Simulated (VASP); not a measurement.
# BN (P6_3mc) in VASP: a series of runs

BN is run at these levels: PBE+D3(BJ); tasks: single point, relaxation of cell and atoms.

Everything below comes from runs of VASP 6.6.1. Logs are shortened: lines on timing, memory, paths and dates and some standing lists are left out, and cuts for length are marked.

## Step 1: The cell of the first run

The structure is hexagonal, space group P6_3mc (No. 186). Conventional cell: a = 2.535 Å, b = 2.535 Å, c = 4.193 Å, α = 90.00°, β = 90.00°, γ = 120.00°. B (site symmetry 3m) has 4 N at 1.56 to 1.57 Å within 2.1 Å. N (site symmetry 3m) has 4 B at 1.56 to 1.57 Å within 2.1 Å.

## Step 2: Single point, PBE+D3(BJ)

INCAR reads:

```
SYSTEM = BN
PREC = Accurate
ENCUT = 600
EDIFF = 1E-6
ISMEAR = 0
SIGMA = 0.02
LREAL = .False.
LASPH = .True.
NELM = 120
ALGO = Normal
ISIF = 2
LWAVE = .False.
LCHARG = .False.
GGA = PE
IVDW = 12
NBANDS = 16
GGA_COMPAT = .False.
```

KPOINTS reads:

```
Automatic mesh
0
Gamma
  24 24 12
  0 0 0
```

POSCAR reads:

```
BN
1.0
    2.5350430199      0.0000000000      0.0000000000
   -1.2675215099      2.1954116549      0.0000000000
    0.0000000000      0.0000000000      4.1927518570
B N
2 2
Direct
    0.6666666667      0.3333333333      0.0002724610
    0.3333333333      0.6666666667      0.5002724610
    0.6666666667      0.3333333333      0.3747275390
    0.3333333333      0.6666666667      0.8747275390
```

Potentials or basis: VASP PAW PBE potentials, release 64 (B, N).

Launch:

```console
> cat potpaw_PBE.64/B/POTCAR potpaw_PBE.64/N/POTCAR > POTCAR
> mpirun -np 1 vasp_std > vasp.out
```

OUTCAR:

```text
SYSTEM = BN
   PREC = Accurate
   ENCUT = 600
   EDIFF = 1E-6
   ISMEAR = 0
   LREAL = .False.
   LASPH = .True.
   NELM = 120
   ISIF = 2
   GGA = PE
   IVDW = 12
 IVDW          = 12

 ion  position               nearest neighbor table
   1  0.667  0.333  0.000-   4 1.56   4 1.56   4 1.56   3 1.57
   2  0.333  0.667  0.500-   3 1.56   3 1.56   3 1.56   4 1.57
   3  0.667  0.333  0.375-   2 1.56   2 1.56   2 1.56   1 1.57
   4  0.333  0.667  0.875-   1 1.56   1 1.56   1 1.56   2 1.57

  LATTYP: Found a hexagonal cell.
 ALAT       =     2.5350430199
 C/A-ratio  =     1.6539174381

  Lattice vectors:

 A1 = (   2.5350430199,   0.0000000000,   0.0000000000)
 A2 = (  -1.2675215099,   2.1954116549,   0.0000000000)
 A3 = (   0.0000000000,   0.0000000000,   4.1927518570)

Analysis of symmetry for initial positions (statically):
=====================================================================
 Subroutine PRICEL returns:
 Original cell was already a primitive cell.

 Routine SETGRP: Setting up the symmetry group for a
 hexagonal supercell.

 Subroutine GETGRP returns: Found 12 space group operations
 (whereof  6 operations were pure point group operations)
 out of a pool of 24 trial point group operations.

The static configuration has the point symmetry C_3v.
 The point group associated with its full space group is C_6v.

Analysis of symmetry for dynamics (positions and initial velocities):
=====================================================================
 Subroutine PRICEL returns:
 Original cell was already a primitive cell.

 Routine SETGRP: Setting up the symmetry group for a
 hexagonal supercell.

 Subroutine GETGRP returns: Found 12 space group operations
 (whereof  6 operations were pure point group operations)
 out of a pool of 24 trial point group operations.

The dynamic configuration has the point symmetry C_3v.
 The point group associated with its full space group is C_6v.

 Subroutine INISYM returns: Found 12 space group operations
 (whereof  6 operations are pure point group operations),
 and found     1 'primitive' translations

----------------------------------------------------------------------------------------

                                     Primitive cell

  volume of cell :      23.3346

  direct lattice vectors                    reciprocal lattice vectors
     2.535043020  0.000000000  0.000000000     0.394470623  0.227747721  0.000000000
    -1.267521510  2.195411655  0.000000000     0.000000000  0.455495441  0.000000000
     0.000000000  0.000000000  4.192751857     0.000000000  0.000000000  0.238506841

  length of vectors
     2.535043020  2.535043020  4.192751857     0.455495441  0.455495441  0.238506841

  position of ions in fractional coordinates (direct lattice)
     0.666666667  0.333333333  0.000272461
     0.333333333  0.666666667  0.500272461
     0.666666667  0.333333333  0.374727539
     0.333333333  0.666666667  0.874727539

  ion indices of the primitive-cell ions
   primitive index   ion index
                 1           1
                 2           2
                 3           3
                 4           4

----------------------------------------------------------------------------------------

 KPOINTS: Automatic mesh

Automatic generation of k-mesh.
 Grid dimensions read from file:
 generate k-points for:   24   24   12

 Generating k-lattice:

  Cartesian coordinates                     Fractional coordinates (reciprocal lattice)
     0.016436276  0.009489488  0.000000000     0.041666667  0.000000000  0.000000000
     0.000000000  0.018978977  0.000000000     0.000000000  0.041666667  0.000000000
     0.000000000  0.000000000  0.019875570     0.000000000  0.000000000  0.083333333

  Length of vectors
     0.018978977  0.018978977  0.019875570

  Shift w.r.t. Gamma in fractional coordinates (k-lattice)
     0.000000000  0.000000000  0.000000000

 Subroutine IBZKPT returns following result:
 ===========================================

 Found    427 irreducible k-points:

 Following reciprocal coordinates:
            Coordinates               Weight
  0.000000  0.000000  0.000000      1.000000
  0.041667  0.000000  0.000000      6.000000
  0.083333  0.000000  0.000000      6.000000
  0.125000  0.000000  0.000000      6.000000
  0.166667  0.000000  0.000000      6.000000
  0.208333  0.000000  0.000000      6.000000
[... 16 lines left out ...]
  0.416667  0.041667  0.000000     12.000000
  0.458333  0.041667  0.000000     12.000000
 [... further k-points ...]
   k-points           NKPTS =    427   k-points in BZ     NKDIM =    427   number of bands    NBANDS=     16
   number of dos      NEDOS =    301   number of ions     NIONS =      4
   total plane-waves  NPLWV =  14400
   dimension x,y,z NGX =    20 NGY =   20 NGZ =   36
   dimension x,y,z NGXF=    40 NGYF=   40 NGZF=   72
   ions per type =               2   2
   NGX,Y,Z   is equivalent  to a cutoff of  13.12, 13.12, 14.27 a.u.
   NGXF,Y,Z  is equivalent  to a cutoff of  26.23, 26.23, 28.55 a.u.
 SYSTEM =  BN
   PREC   = accura    normal or accurate (medium, high low for compatibility)
   ISTART =      0    job   : 0-new  1-cont  2-samecut
   ICHARG =      2    charge: 1-file 2-atom 10-const
   ISPIN  =      1    spin polarized calculation?
   LNONCOLLINEAR =      F non collinear calculations
   LSORBIT =      F    spin-orbit coupling
   LASPH  =      T    aspherical Exc in radial PAW
   ENCUT  =  600.0 eV  44.10 Ry    6.64 a.u.   5.06  5.06  8.37*2*pi/ulx,y,z
   NELM   =    120;   NELMIN=  2; NELMDL= -5     # of ELM steps
   EDIFF  = 0.1E-05   stopping-criterion for ELM
   LREAL  =      F    real-space projection
   EDIFFG = 0.1E-04   stopping-criterion for IOM
   NSW    =      0    number of steps for IOM
   IBRION =     -1    ionic relax: 0-MD 1-quasi-New 2-CG
   NFREE  =      0    steps in history (QN), initial steepest desc. (CG)
   ISIF   =      2    stress and relaxation
   ISYM   =      2    0-nonsym 1-usesym 2-fastsym
   POTIM  = 0.5000    time-step for ionic-motion
   TEBEG  =    0.0;   TEEND  =   0.0 temperature during run
   PSTRESS=    0.0 pullay stress
   NELECT =      16.0000    total number of electrons
   NUPDOWN=      -1.0000    fix difference up-down
   EMIN   =  10.00;   EMAX   =-10.00  energy-range for DOS
   EFERMI =   0.00;   METHOD = LEGACY
   ISMEAR =     0;   SIGMA  =   0.02  broadening in eV -4-tet -1-fermi 0-gaus
   EFERMI_NEDOS =   21; number of points for ismear=-14 and -15
   IALGO  =     38    algorithm
   IMIX   =      4    mixing-type and parameters
     AMIX     =   0.40;   BMIX     =  1.00
     AMIX_MAG =   1.60;   BMIX_MAG =  1.00
  volume/ion in A,a.u.               =       5.83        39.37
  Fermi-wavevector in a.u.,A,eV,Ry     =   1.443604  2.728016 28.354430  2.083992
  Thomas-Fermi vector in A             =   2.561993
   LORBIT       =      0    0 simple, 1 ext, 2 COOP (PROOUT), +10 PAW based schemes
   GGA     = PE    functional components
   LHFCALC =     F    Hartree Fock is set to
   AEXX    =    0.0000 exact exchange contribution
   IVDW    =    12    specifies the selected vdW correction
   LEPSILON=     F    determine dielectric tensor
   LRPA    =     F    only Hartree local field effects (RPA)
 non-spin polarized calculation
 Gauss-broadening in eV      SIGMA  =   0.02
  energy-cutoff  :      600.00
  volume of cell :       23.33
 maximum number of plane-waves:       801
   NGX = 11   NGY = 11   NGZ = 17

 number of electron      16.0000003 magnetization

 Free energy of the ion-electron system (eV)
  ---------------------------------------------------
  ext. energy  EPLUGINS =         0.00000000
  ---------------------------------------------------
  free energy    TOTEN  =       -34.82361532 eV

  energy without entropy =      -34.82361532  energy(sigma->0) =      -34.82361532

 E-fermi :   7.8656     XC(G=0): -12.8745

 val. band max:        7.7192433754   @ k =   0.0000   0.0000   0.0000
 cond. band min:      12.8823609281   @ k =   0.3333   0.3333   0.0000
 fundamental gap:      5.1631175526
 Fermi energy:         7.8656286326

 k-point     1 :       0.0000    0.0000    0.0000
  band No.  band energies     occupation
      1     -12.8358      2.00000
      2      -8.6226      2.00000
      3      -3.3244      2.00000
      4       5.5655      2.00000
      5       5.5655      2.00000
      6       7.4383      2.00000
[... 8 lines left out ...]
     15      19.7160      0.00000
     16      24.0997      0.00000

 k-point     2 :       0.0417    0.0000    0.0000
  band No.  band energies     occupation
      1     -12.7976      2.00000
      2      -8.5930      2.00000
      3      -3.2866      2.00000
      4       5.3824      2.00000
      5       5.4899      2.00000
      6       7.3987      2.00000
[... 8 lines left out ...]
     15      19.8311      0.00000
     16      24.0414      0.00000

 k-point     3 :       0.0833    0.0000    0.0000
  band No.  band energies     occupation
      1     -12.6832      2.00000
      2      -8.5051      2.00000
      3      -3.1733      2.00000
      4       4.8679      2.00000
      5       5.2786      2.00000
      6       7.1401      2.00000
[... 8 lines left out ...]
     15      20.1636      0.00000
     16      23.8634      0.00000

 k-point     4 :       0.1250    0.0000    0.0000
  band No.  band energies     occupation
      1     -12.4934      2.00000
      2      -8.3619      2.00000
      3      -2.9857      2.00000
      4       4.1056      2.00000
      5       4.9696      2.00000
      6       6.5030      2.00000
[... 8 lines left out ...]
     15      20.6781      0.00000
     16      23.5582      0.00000
[... 324 lines left out ...]
 k-point    22 :       0.3750    0.0417    0.0000
  band No.  band energies     occupation
      1      -9.6568      2.00000
      2      -7.0574      2.00000
      3      -1.4680      2.00000
      4      -0.2460      2.00000
      5       0.9940      2.00000
      6       2.7738      2.00000
[... 8 lines left out ...]
     15      23.8618      0.00000
     16      25.0528      0.00000

 k-point    23 :       0.4167    0.0417    0.0000
  band No.  band energies     occupation
      1      -9.1206      2.00000
      2      -7.1640      2.00000
      3      -1.7511      2.00000
      4       0.0742      2.00000
      5       0.5678      2.00000
      6       2.6237      2.00000
[... 8 lines left out ...]
     15      24.1329      0.00000
     16      25.4541      0.00000

 k-point    24 :       0.4583    0.0417    0.0000
  band No.  band energies     occupation
      1      -8.7255      2.00000
      2      -7.3455      2.00000
      3      -1.8383      2.00000
      4      -0.0943      2.00000
      5       0.7146      2.00000
      6       2.5496      2.00000
[... 8 lines left out ...]
     15      24.2732      0.00000
     16      25.6606      0.00000

 [... further k-points ...]

------------------------ aborting loop because EDIFF is reached ----------------------------------------

 Edisp (eV)   -0.84724

 E8    (eV) :    -0.2505

  FORCE on cell =-STRESS in cart. coord.  units (eV):
  Direction    XX          YY          ZZ          XY          YZ          ZX
  --------------------------------------------------------------------------------------
  -------------------------------------------------------------------------------------
  Total       0.44311     0.44311     0.44134     0.00000     0.00000     0.00000
  in kB      30.42441    30.42441    30.30298     0.00000     0.00000     0.00000
  external pressure =       30.38 kB  Pullay stress =        0.00 kB

 VOLUME and BASIS-vectors are now :
 -----------------------------------------------------------------------------
  energy-cutoff  :      600.00
  volume of cell :       23.33
      direct lattice vectors                 reciprocal lattice vectors
     2.535043020  0.000000000  0.000000000     0.394470623  0.227747721  0.000000000
    -1.267521510  2.195411655  0.000000000     0.000000000  0.455495441  0.000000000
     0.000000000  0.000000000  4.192751857     0.000000000  0.000000000  0.238506841

 POSITION                                       TOTAL-FORCE (eV/Angst)
 -----------------------------------------------------------------------------------
      1.26752      0.73180      0.00114         0.000000      0.000000      0.001521
     -0.00000      1.46361      2.09752         0.000000      0.000000      0.001521
      1.26752      0.73180      1.57114        -0.000000      0.000000     -0.001521
     -0.00000      1.46361      3.66752         0.000000     -0.000000     -0.001521
 -----------------------------------------------------------------------------------
    total drift:                               -0.000000     -0.000000     -0.000412

  FREE ENERGIE OF THE ION-ELECTRON SYSTEM (eV)
  ---------------------------------------------------
  free  energy   TOTEN  =       -35.6708518028 eV

  energy  without entropy=      -35.6708518028  energy(sigma->0) =      -35.67085180
```

Run time: 3.4 min. Hardware: 1 thread of Intel Xeon 8259CL, shared host; peak memory 0.28 GiB.

What came out:

```
Free energy                : -35.6709 eV
Pressure                   : 3.0 GPa
Band gap on the k mesh     : 5.16 eV (least direct gap 8.34 eV)
Dispersion energy per atom : -0.212 eV
```

Levels at points of the mesh, in eV from the valence-band top:
```tsv
k point	band 6	band 7	band 8	band 9	band 10	band 11
(0.00, 0.00, 0.00)	-0.28	0.00	0.00	8.42	8.42	8.68
(0.50, 0.00, 0.00)	-5.05	-4.48	-2.14	6.76	8.01	10.67
(0.00, 0.00, 0.50)	-1.19	-1.19	-1.19	9.61	9.61	10.00
(0.50, 0.00, 0.50)	-3.82	-3.62	-3.62	6.64	6.64	10.13
```

Caveat: the cell stands under pressure. A k mesh can miss the band edges.

[end of part 1 of 2]
